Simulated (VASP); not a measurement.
# Pb (Im-3m) in VASP: further runs

Runs on Pb. Level: RPBE. Tasks: single point.

Everything below comes from runs of VASP 6.6.1. Logs are shortened: lines on timing, memory, paths and dates and some standing lists are left out, and cuts for length are marked.

### 1 The cell of the first run

It takes space group Im-3m (No. 229, cubic). The conventional cell has a = 3.881 Å, b = 3.881 Å, c = 3.881 Å, α = 90.00°, β = 90.00°, γ = 90.00°. Pb (site symmetry m-3m) has 14 Pb at 3.36 to 3.88 Å within 4.4 Å.

### 2 Single point, RPBE (volume scaled by 0.88)

File INCAR:

```
  ALGO = Normal
  EDIFF = 1E-6
  ENCUT = 520
  GGA = RP
  ISIF = 2
  ISMEAR = -1
  LASPH = T
  LCHARG = F
  LREAL = F
  LWAVE = F
  NBANDS = 13
  NELM = 80
  PREC = Accurate
  SIGMA = 0.1
```

File KPOINTS:

```
k-points
0
Gamma
  12 12 12
```

File POSCAR:

```
Pb
1.0
   -1.9403235467      1.9403235467      1.9403235467
    1.9403235467     -1.9403235467      1.9403235467
    1.9403235467      1.9403235467     -1.9403235467
Pb
1
Direct
    0.0000000000      0.0000000000      0.0000000000
```

Potentials or basis: VASP PAW PBE potentials, release 64 (Pb_d).

Command:

```sh
$ cat potpaw_PBE.64/Pb_d/POTCAR > POTCAR
$ mpirun -np 1 vasp_std > vasp.out
```

OUTCAR:

```text
EDIFF = 1E-6
   ENCUT = 520
   GGA = RP
   ISIF = 2
   ISMEAR = -1
   LASPH = T
   LREAL = F
   NELM = 80
   PREC = Accurate

 ion  position               nearest neighbor table
   1  0.000  0.000  0.000-

  LATTYP: Found a body centered cubic cell.
 ALAT       =     3.8806470934

  Lattice vectors:

 A1 = (  -1.9403235467,   1.9403235467,   1.9403235467)
 A2 = (   1.9403235467,  -1.9403235467,   1.9403235467)
 A3 = (   1.9403235467,   1.9403235467,  -1.9403235467)

Analysis of symmetry for initial positions (statically):
=====================================================================
 Subroutine PRICEL returns:
 Original cell was already a primitive cell.

 Routine SETGRP: Setting up the symmetry group for a
 body centered cubic supercell.

 Subroutine GETGRP returns: Found 48 space group operations
 (whereof 48 operations were pure point group operations)
 out of a pool of 48 trial point group operations.

The static configuration has the point symmetry O_h .

Analysis of symmetry for dynamics (positions and initial velocities):
=====================================================================
 Subroutine PRICEL returns:
 Original cell was already a primitive cell.

 Routine SETGRP: Setting up the symmetry group for a
 body centered cubic supercell.

 Subroutine GETGRP returns: Found 48 space group operations
 (whereof 48 operations were pure point group operations)
 out of a pool of 48 trial point group operations.

The dynamic configuration has the point symmetry O_h .

 Subroutine INISYM returns: Found 48 space group operations
 (whereof 48 operations are pure point group operations),
 and found     1 'primitive' translations

----------------------------------------------------------------------------------------

                                     Primitive cell

  volume of cell :      29.2202

  direct lattice vectors                    reciprocal lattice vectors
    -1.940323547  1.940323547  1.940323547     0.000000000  0.257688982  0.257688982
     1.940323547 -1.940323547  1.940323547     0.257688982  0.000000000  0.257688982
     1.940323547  1.940323547 -1.940323547     0.257688982  0.257688982  0.000000000

  length of vectors
     3.360738966  3.360738966  3.360738966     0.364427254  0.364427254  0.364427254
[... 77 lines left out ...]
   ENCUT  =  520.0 eV  38.22 Ry    6.18 a.u.   6.25  6.25  6.25*2*pi/ulx,y,z
   NELM   =     80;   NELMIN=  2; NELMDL= -5     # of ELM steps
   EDIFF  = 0.1E-05   stopping-criterion for ELM
   LREAL  =      F    real-space projection
   EDIFFG = 0.1E-04   stopping-criterion for IOM
   NSW    =      0    number of steps for IOM
   IBRION =     -1    ionic relax: 0-MD 1-quasi-New 2-CG
   NFREE  =      0    steps in history (QN), initial steepest desc. (CG)
   ISIF   =      2    stress and relaxation
   ISYM   =      2    0-nonsym 1-usesym 2-fastsym
   POTIM  = 0.5000    time-step for ionic-motion
   TEBEG  =    0.0;   TEEND  =   0.0 temperature during run
   PSTRESS=    0.0 pullay stress
   NELECT =      14.0000    total number of electrons
   NUPDOWN=      -1.0000    fix difference up-down
   EMIN   =  10.00;   EMAX   =-10.00  energy-range for DOS
   EFERMI =   0.00;   METHOD = LEGACY
   ISMEAR =    -1;   SIGMA  =   0.10  broadening in eV -4-tet -1-fermi 0-gaus
   EFERMI_NEDOS =   21; number of points for ismear=-14 and -15
   IALGO  =     38    algorithm
   IMIX   =      4    mixing-type and parameters
     AMIX     =   0.40;   BMIX     =  1.00
     AMIX_MAG =   1.60;   BMIX_MAG =  1.00
  volume/ion in A,a.u.               =      29.22       197.19
  Fermi-wavevector in a.u.,A,eV,Ry     =   1.281022  2.420781 22.327407  1.641018
  Thomas-Fermi vector in A             =   2.413416
   LORBIT       =      0    0 simple, 1 ext, 2 COOP (PROOUT), +10 PAW based schemes
   GGA     = RP    functional components
   LHFCALC =     F    Hartree Fock is set to
   AEXX    =    0.0000 exact exchange contribution
   IVDW    =     0    specifies the selected vdW correction
   LEPSILON=     F    determine dielectric tensor
   LRPA    =     F    only Hartree local field effects (RPA)
 non-spin polarized calculation
  energy-cutoff  :      520.00
  volume of cell :       29.22
 maximum number of plane-waves:       798
 NGX is ok and might be reduce to    28
   NGX = 13   NGY = 13   NGZ = 13

 number of electron      13.9999999 magnetization

 Free energy of the ion-electron system (eV)
  ---------------------------------------------------
  ext. energy  EPLUGINS =         0.00000000
  ---------------------------------------------------
  free energy    TOTEN  =        -3.07677992 eV

  energy without entropy =       -3.05454449  energy(sigma->0) =       -3.06566221

 E-fermi :   7.8444     XC(G=0): -10.2710

 val. band max:        7.8022138044   @ k =  -0.3333   0.3333   0.3333
 cond. band min:       7.9155906358   @ k =  -0.2500   0.3333   0.0833
 fundamental gap:      0.1133768314
 Fermi energy:         7.8444419010

 k-point     1 :       0.0000    0.0000    0.0000
  band No.  band energies     occupation
      1      -9.3981      2.00000
      2      -9.3981      2.00000
      3      -9.3981      2.00000
      4      -9.1347      2.00000
      5      -9.1347      2.00000
      6      -4.1740      2.00000
      7      15.8496      0.00000
      8      15.8496      0.00000
      9      15.8496      0.00000
     10      18.9692      0.00000
     11      18.9692      0.00000
     12      18.9692      0.00000
     13      20.2622      0.00000
[... 354 lines left out ...]
  band No.  band energies     occupation
      1      -9.4707      2.00000
      2      -9.3761      2.00000
      3      -9.1482      2.00000
      4      -9.1412      2.00000
      5      -9.0208      2.00000
      6       0.0976      2.00000
      7       3.9686      2.00000
      8       9.6877      0.00000
      9      11.3840      0.00000
     10      17.9698      0.00000
     11      19.0246      0.00000
     12      22.6012      0.00000
     13      22.9545      0.00000

 [... further k-points ...]
[... 5 lines left out ...]
  --------------------------------------------------------------------------------------
  -------------------------------------------------------------------------------------
  Total        1.0909268      1.0909268      1.0909268      0.0000000      0.0000000      0.0000000
  in kB       59.8168766     59.8168766     59.8168766      0.0000000      0.0000000      0.0000000
  external PRESSURE =      59.8168766 kB  Pullay stress =       0.0000000 kB

 VOLUME and BASIS-vectors are now :
 -----------------------------------------------------------------------------
  energy-cutoff  :      520.00
  volume of cell :       29.22
      direct lattice vectors                 reciprocal lattice vectors
    -1.940323547  1.940323547  1.940323547     0.000000000  0.257688982  0.257688982
     1.940323547 -1.940323547  1.940323547     0.257688982  0.000000000  0.257688982
     1.940323547  1.940323547 -1.940323547     0.257688982  0.257688982  0.000000000

 POSITION                                       TOTAL-FORCE (eV/Angst)
 -----------------------------------------------------------------------------------
      0.00000      0.00000      0.00000        -0.000000      0.000000     -0.000000
 -----------------------------------------------------------------------------------
    total drift:                               -0.000000     -0.000000      0.000000

  FREE ENERGIE OF THE ION-ELECTRON SYSTEM (eV)
  ---------------------------------------------------
  free  energy   TOTEN  =        -3.0767799173 eV

  energy  without entropy=       -3.0545444927  energy(sigma->0) =       -3.06566221
```

OSZICAR:

```text
N       E                     dE             d eps       ncg     rms          rms(c)
DAV:   1     0.106242305040E+03    0.10624E+03   -0.71720E+03  1892   0.129E+03
DAV:   2     0.200824258942E+01   -0.10423E+03   -0.10115E+03  1962   0.312E+02
DAV:   3    -0.296398511436E+01   -0.49722E+01   -0.49512E+01  2424   0.733E+01
DAV:   4    -0.308123131136E+01   -0.11725E+00   -0.11721E+00  2262   0.118E+01
DAV:   5    -0.308610865819E+01   -0.48773E-02   -0.48772E-02  2625   0.223E+00    0.541E-01
DAV:   6    -0.307856228602E+01    0.75464E-02   -0.11042E-02  2377   0.184E+00    0.280E-01
DAV:   7    -0.307675044182E+01    0.18118E-02   -0.53050E-03  2403   0.121E+00    0.898E-02
DAV:   8    -0.307678524527E+01   -0.34803E-04   -0.51243E-04  2332   0.322E-01    0.102E-02
DAV:   9    -0.307678176990E+01    0.34754E-05   -0.11098E-05  2738   0.537E-02    0.552E-03
DAV:  10    -0.307677977298E+01    0.19969E-05   -0.14836E-06  2142   0.114E-02    0.491E-04
DAV:  11    -0.307677991735E+01   -0.14437E-06   -0.57381E-08  1286   0.411E-03
   1 F= -.30767799E+01 E0= -.30656622E+01  d E =-.222354E-01
```

It took 54 s on 1 thread of AMD EPYC 7R13, shared host; peak memory 0.14 GiB.

Results:

```
Free energy            : -3.0768 eV
Pressure               : 6.0 GPa
Band gap on the k mesh : zero (band 7 reaches 15.85 eV, above the bottom of band 8 at 5.67 eV)
```

Caveat: the PAW data sets were made with another functional, which shifts forces and pressure a little; spin-orbit coupling is left out, which moves the levels of the heavy elements.

### 3 Single point, RPBE (volume scaled by 0.92)

File INCAR:

```
SYSTEM = Pb
PREC     = Accurate       ! precision mode
ENCUT    = 520            ! plane-wave cutoff, eV
EDIFF    = 1E-6           ! SCF threshold, eV
ISMEAR   = -1             ! smearing method
SIGMA    = 0.1            ! smearing width, eV
LREAL    = .FALSE.        ! projectors in reciprocal space
LASPH    = .TRUE.         ! aspherical terms in the spheres
NELM     = 100            ! most SCF steps
ALGO     = Normal         ! electronic algorithm
ISIF     = 2              ! what is computed and relaxed
LWAVE    = .FALSE.        ! write WAVECAR
LCHARG   = .TRUE.         ! write CHGCAR
GGA      = RP             ! functional
LELF     = .TRUE.         ! ELF
LVHAR    = .TRUE.       
NBANDS   = 13             ! bands
```

File KPOINTS:

```
regular mesh
0
G
  12 12 12
  0 0 0
```

File POSCAR:

```
Pb
1.0
   -1.9692878699      1.9692878699      1.9692878699
    1.9692878699     -1.9692878699      1.9692878699
    1.9692878699      1.9692878699     -1.9692878699
Pb
1
Direct
    0.0000000000      0.0000000000      0.0000000000
```

Potentials or basis: VASP PAW PBE potentials, release 64 (Pb_d).

Command:

```sh
$ cat potpaw_PBE.64/Pb_d/POTCAR > POTCAR
$ mpirun -np 1 vasp_std > vasp.out
```

It took 59 s on 1 thread of AMD EPYC 7R13, shared host; peak memory 0.14 GiB.

It converged, with:

| Property | Result |
| --- | --- |
| Free energy | -3.1167 eV |
| Pressure | 3.6 GPa |
| Band gap on the k mesh | zero (band 7 reaches 14.94 eV, above the bottom of band 8 at 5.29 eV) |

Levels at points of the mesh, in eV from the Fermi level:
```tsv
k point	band 4	band 5	band 6	band 7	band 8	band 9	band 10	band 11
(0.00, 0.00, 0.00)	-16.95	-16.95	-11.69	7.62	7.62	7.62	11.08	11.08
(0.50, 0.00, 0.00)	-16.96	-16.81	-7.86	-4.01	3.47	5.15	7.51	8.91
(0.50, 0.50, 0.50)	-16.84	-16.84	-5.16	-0.35	-0.35	-0.35	4.55	4.55
```

Caveat: the PAW data sets were made with another functional, which shifts forces and pressure a little; spin-orbit coupling is left out, which moves the levels of the heavy elements.

(Part 1 of 2 ends here.)
